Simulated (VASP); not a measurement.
InGa5As6: single point with PBE

Crystal: InGa5As6.

```
In Ga As
1.0
     4.11007    0.00000    0.00000
     0.00000    4.11007    0.00000
     0.00000    0.00000   17.51346
In Ga As
1 5 6
Direct
  0.50000 0.50000 0.50000
  0.00000 0.00000 0.00000
  0.50000 0.50000 0.16248
  0.00000 0.00000 0.32511
  0.00000 0.00000 0.67489
  0.50000 0.50000 0.83752
  0.50000 0.00000 0.24373
  0.00000 0.50000 0.40566
  0.50000 0.00000 0.59434
  0.00000 0.50000 0.75627
  0.50000 0.00000 0.91877
  0.00000 0.50000 0.08123
```

* Program: VASP 6.6.1
* Task: single point
* Functional: PBE
* Potentials or basis: VASP PAW PBE potentials, release 64 (In_d, Ga_d, As)
* Cutoff: 500 eV
* k mesh: 10 × 10 × 2
* Occupations: fermi-dirac, width 0.15 eV
* Spin: no spin polarisation

The pressure is 0.2 GPa. The largest force is 0.008 eV/Å and the band gap on the k mesh is zero (filled and empty bands touch).

Forces on the atoms (eV/Å):
```
In   0.000  0.000  0.000
Ga   0.000  0.000  0.000
Ga   0.000  0.000  0.000
Ga   0.000  0.000 -0.001
Ga   0.000  0.000  0.001
Ga   0.000  0.000  0.000
As   0.000  0.000  0.000
As   0.000  0.000  0.008
As   0.000  0.000 -0.008
As   0.000  0.000  0.000
As   0.000  0.000  0.000
As   0.000  0.000  0.000
```

Levels at points of the mesh, in eV from the Fermi level:
```csv
k point,band 52,band 53,band 54,band 55,band 56,band 57
"(0.00, 0.00, 0.00)",-0.45,-0.43,-0.36,-0.36,1.08,1.11
"(0.50, 0.00, 0.00)",-1.56,-1.55,-0.93,0.93,0.96,1.01
"(0.50, 0.50, 0.00)",-2.84,-2.84,-2.77,1.16,1.16,1.26
"(0.00, 0.00, 0.50)",-0.76,-0.57,-0.57,0.84,0.91,1.08
"(0.50, 0.00, 0.50)",-1.45,-1.44,-0.93,0.35,0.47,1.69
"(0.50, 0.50, 0.50)",-2.98,-2.98,-2.96,1.60,1.60,1.67
```

It took 8 min on 1 thread of AMD EPYC 9R45 96-Core Processor (Zen 5), on a shared host, peak memory 0.72 GiB.

Caveat: semilocal functionals underestimate gaps, so a narrow gap can read as zero; spin-orbit coupling is left out, which moves the levels of the heavy elements.
